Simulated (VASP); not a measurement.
A run of VASP 6.6.1 is set up as follows.

INCAR

```
ALGO     = Normal         # electronic algorithm
EDIFF    = 1E-6           # SCF threshold, eV
ENCUT    = 520            # plane-wave cutoff, eV
GGA      = PS             # functional
ISIF     = 2              # what is computed and relaxed
ISMEAR   = 0              # smearing method
LASPH    = True           # aspherical terms in the spheres
LCHARG   = False          # write CHGCAR
LREAL    = False          # projectors in reciprocal space
LWAVE    = False          # write WAVECAR
NBANDS   = 17             # bands
NELM     = 100            # most SCF steps
PREC     = Accurate       # precision mode
SIGMA    = 0.05           # smearing width, eV
```

Contents of KPOINTS:

```
k-points
0
Gamma
  8 8 8
```

POSCAR

```
LiMgBN2
1.0
   -1.9324005310      1.9324005310      4.5247650217
    1.9324005310     -1.9324005310      4.5247650217
    1.9324005310      1.9324005310     -4.5247650217
Li Mg B N
1 1 1 2
Direct
    0.2500000000      0.7500000000      0.5000000000
    0.7500000000      0.2500000000      0.5000000000
    0.5000000000      0.5000000000      0.0000000000
    0.6608378126      0.6608378126      0.0000000000
    0.3391621874      0.3391621874      0.0000000000
```

Potentials or basis: VASP PAW PBE potentials, release 64 (Li_sv, Mg, B, N).

Command:

```console
$ cat potpaw_PBE.64/Li_sv/POTCAR potpaw_PBE.64/Mg/POTCAR potpaw_PBE.64/B/POTCAR potpaw_PBE.64/N/POTCAR > POTCAR
$ mpirun -np 1 vasp_std > vasp.out
```

Problem. What does it give for the largest force?

Solution. 4.324 eV/Å.

Problem. Predict the band gap on the k mesh.

Solution. 2.20 eV (least direct gap 3.49 eV).

Forces in eV/Å, atoms in the order of the input:
```
Li   0.000  0.000  0.000
Mg   0.000  0.000  0.000
B    0.000  0.000  0.000
N    0.000  0.000 -4.324
N    0.000  0.000  4.324
```

Caveat: the cell differs from its parent crystal (atoms shifted along a free coordinate); the PAW data sets were made with another functional, which shifts forces and pressure a little. A k mesh can miss the band edges.
